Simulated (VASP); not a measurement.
Wanted: the native input for a VASP 6.6.1 run.

```yaml
Task: single point
Functional: r2SCAN
Dispersion: D3(BJ)
Potentials_or_basis: VASP PAW PBE potentials, release 64 (Sn_d, Se)
Cutoff: 520 eV
k_mesh: 9 × 9 × 6
Occupations: gaussian, width 0.02 eV
Spin: no spin polarisation
Dipole_correction: no
Further_INCAR_settings: ALGO = Normal; EDIFF = 1e-06; NBANDS = 20
```

Crystal: SnSe2.

```xyz
3
Lattice="3.8250 0.0000 0.0000 -1.9125 3.3125 0.0000 0.0000 0.0000 6.2236" Properties=species:S:1:pos:R:3 pbc="T T T"
Sn    0.0000    0.0000    0.0000
Se    0.0000    2.2083    1.5732
Se    1.9125    1.1042    4.6504
```

These files were run (other wordings do the same):

POSCAR

```
SnSe2
1.0
    3.8249657069      0.0000000000      0.0000000000
   -1.9124828535      3.3125174708      0.0000000000
    0.0000000000      0.0000000000      6.2235740714
Sn Se
1 2
Direct
    0.0000000000      0.0000000000      0.0000000000
    0.3333333333      0.6666666667      0.2527795436
    0.6666666667      0.3333333333      0.7472204564
```

INCAR.step1

```
PREC = Accurate
ENCUT = 520
ISMEAR = 0
SIGMA = 0.02
LREAL = F
LASPH = T
NELM = 80
NBANDS = 20
GGA = PE
ALGO = Normal
EDIFF = 1E-4
LWAVE = T
LCHARG = F
```

INCAR.step2

```
PREC = Accurate
ENCUT = 520
EDIFF = 1E-6
ISMEAR = 0
SIGMA = 0.02
LREAL = F
LASPH = T
NELM = 80
ALGO = Normal
ISIF = 2
LWAVE = F
LCHARG = F
METAGGA = R2SCAN
LMIXTAU = T
IVDW = 12
VDW_S6 = 1.0
VDW_S8 = 0.78981345
VDW_A1 = 0.49484001
VDW_A2 = 5.73083694
NBANDS = 20
ISTART = 1
```

KPOINTS

```
Automatic mesh
0
Gamma
  9 9 6
```

Potentials or basis: VASP PAW PBE potentials, release 64 (Sn_d, Se).

Command:

```bash
$ cat potpaw_PBE.64/Sn_d/POTCAR potpaw_PBE.64/Se/POTCAR > POTCAR
$ cp INCAR.step1 INCAR
$ mpirun -np 1 vasp_std > vasp.out
$ cp INCAR.step2 INCAR
$ mpirun -np 1 vasp_std > vasp.out
```

Results of the run:

```yaml
Pressure: 0.1 GPa
Largest_force: 0.016 eV/Å
Band_gap_on_the_k_mesh: 0.94 eV, indirect (least direct gap 1.50 eV)
Dispersion_energy_per_atom: -0.166 eV
```

Caveat: the PAW data sets were made with another functional, which shifts forces and pressure a little; spin-orbit coupling is left out, which moves the levels of the heavy elements.

Wall time 7.5 min on 1 thread of AMD EPYC 7R13 Processor (Zen 3) (shared host), peak memory 0.23 GiB.
